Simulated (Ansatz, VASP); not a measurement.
# Sr2ZrO3 in VASP and in Ansatz

```xyz
6
Lattice="3.4666 0.0000 0.0000 -1.7333 3.0021 0.0000 0.0000 0.0000 8.7156" Properties=species:S:1:pos:R:3 pbc="T T T"
Sr    0.0000    2.0014    1.5378
Sr    1.7333    1.0007    7.1778
Zr    0.0000    0.0000    4.3578
O     0.0000    2.0014    5.5546
O     1.7333    1.0007    3.1610
O     0.0000    0.0000    0.0000
```

Change from the starting cell: species swapped into the Sn2Pd3Au type (P-3m1, No. 164).

Alike in both runs: task single point; functional PBE; k mesh 6 × 6 × 2; occupations gaussian, width 0.1 eV; collinear spin.

```csv
,VASP,Ansatz
version,VASP 6.6.1,Ansatz 0.2.0
potentials or method,"VASP PAW PBE potentials, release 64 (Sr_sv, Zr_sv, O), cutoff 520 eV","scalar-relativistic, plane waves, PAW"
valence electrons in the cell,50,50
```

```tsv
	VASP	Ansatz	Ansatz less VASP
gap on the k mesh at the Fermi level (eV)	none	none	-
pressure (GPa)	0.5	0.0	-0.57
traceless stress, the component that is largest in VASP (GPa)	0.24	0.22	-0.013
rms of the force components (eV/Å)	0.006	0.005	-0.0010
net moment per atom (μB)	0.01	0.00	-0.006
```

Atom by atom the forces differ by 0.009 eV/Å (rms over components). A gap of «none» marks a metal or a gap that the smearing closes. Ansatz's warnings: seeded moment not kept.

The k mesh is coarse, so the values compare programs but aren't converged.
